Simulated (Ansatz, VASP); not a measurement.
One calculation of HPt6, two programs

INCAR

```
SYSTEM = HPt6
  PREC = Accurate
  ENCUT = 520
  EDIFF = 1E-6
  ISMEAR = 0
  SIGMA = 0.1
  LREAL = .False.
  LASPH = .True.
  NELM = 80
  ALGO = Normal
  ISIF = 2
  LWAVE = .False.
  LCHARG = .False.
  LDIPOL = .True.
  IDIPOL = 3
  DIPOL = 0.5 0.5 0.310
  GGA = PE
  NBANDS = 74
```

The input KPOINTS:

```
regular mesh
0
Gamma
  6 6 1
  0 0 0
```

POSCAR

```
HPt6
1.0
    5.6145835605      0.0000000000      0.0000000000
   -2.8072917802      4.8623719950      0.0000000000
    0.0000000000      0.0000000000     22.6197373747
Pt H
12 2
Direct
    0.3333333333      0.1666666667      0.1768367127
    0.3333333333      0.6666666667      0.1768367127
    0.8333333333      0.1666666667      0.1768367127
    0.8333333333      0.6666666667      0.1768367127
    0.1666666667      0.3333333333      0.2789580515
    0.1666666667      0.8333333333      0.2789580515
    0.6666666667      0.3333333333      0.2789580515
    0.6666666667      0.8333333333      0.2789580515
    0.0000000000      0.0000000000      0.3810715055
    0.0000000000      0.5000000000      0.3810715055
    0.5000000000      0.0000000000      0.3810715055
    0.5000000000      0.5000000000      0.3810715055
    0.2114385736      0.4228771471      0.4960153687
    0.2885614264      0.5771228529      0.4960153687
```

Input for Ansatz:

```yaml
crystal:
  lattice:
    - [5.6145835605, 0.0, 0.0]
    - [-2.8072917802, 4.862371995, 0.0]
    - [0.0, 0.0, 22.6197373747]
  atoms:
    - { symbol: Pt, position: [0.3333333333, 0.1666666667, 0.1768367127] }
    - { symbol: Pt, position: [0.3333333333, 0.6666666667, 0.1768367127] }
    - { symbol: Pt, position: [0.8333333333, 0.1666666667, 0.1768367127] }
    - { symbol: Pt, position: [0.8333333333, 0.6666666667, 0.1768367127] }
    - { symbol: Pt, position: [0.1666666667, 0.3333333333, 0.2789580515] }
    - { symbol: Pt, position: [0.1666666667, 0.8333333333, 0.2789580515] }
    - { symbol: Pt, position: [0.6666666667, 0.3333333333, 0.2789580515] }
    - { symbol: Pt, position: [0.6666666667, 0.8333333333, 0.2789580515] }
    - { symbol: Pt, position: [0.0, 0.0, 0.3810715055] }
    - { symbol: Pt, position: [0.0, 0.5, 0.3810715055] }
    - { symbol: Pt, position: [0.5, 0.0, 0.3810715055] }
    - { symbol: Pt, position: [0.5, 0.5, 0.3810715055] }
    - { symbol: H, position: [0.2114385736, 0.4228771471, 0.4960153687] }
    - { symbol: H, position: [0.2885614264, 0.5771228529, 0.4960153687] }
basis:
  ecutwfc: 420
kpoints:
  mp_grid: { grid: [6, 6, 1] }
hamiltonian:
  xc: pbe
scf:
  occupations: { method: gaussian, width: 0.1 }
output:
  forces: true
  eigenvalues: true
efield:
  axis: 3
  dipole_correction: true
  ramp_width: 0.04
```

Alike in both runs: task single point; functional PBE; k mesh 6 × 6 × 1; occupations gaussian, width 0.1 eV; no spin polarisation.

|  | VASP | Ansatz |
| --- | --- | --- |
| version | VASP 6.6.1 | Ansatz 0.2.0 |
| potentials or method | VASP PAW PBE potentials, release 64 (Pt, H), cutoff 520 eV | scalar-relativistic, plane waves, PAW |
| valence electrons in the cell | 122 | 218 |

```csv
,VASP,Ansatz,Ansatz less VASP
gap on the k mesh at the Fermi level (eV),none,none,-
rms of the force components (eV/Å),0.048,0.048,-0.0008
```

Atom by atom the forces differ by 0.010 eV/Å (rms over components). A gap of «none» marks a metal or a gap that the smearing closes. VASP's potentials hold 122 valence electrons a cell and Ansatz's 218, so a difference there can come from the potentials and not from the codes.

Neither program's run includes spin-orbit coupling.
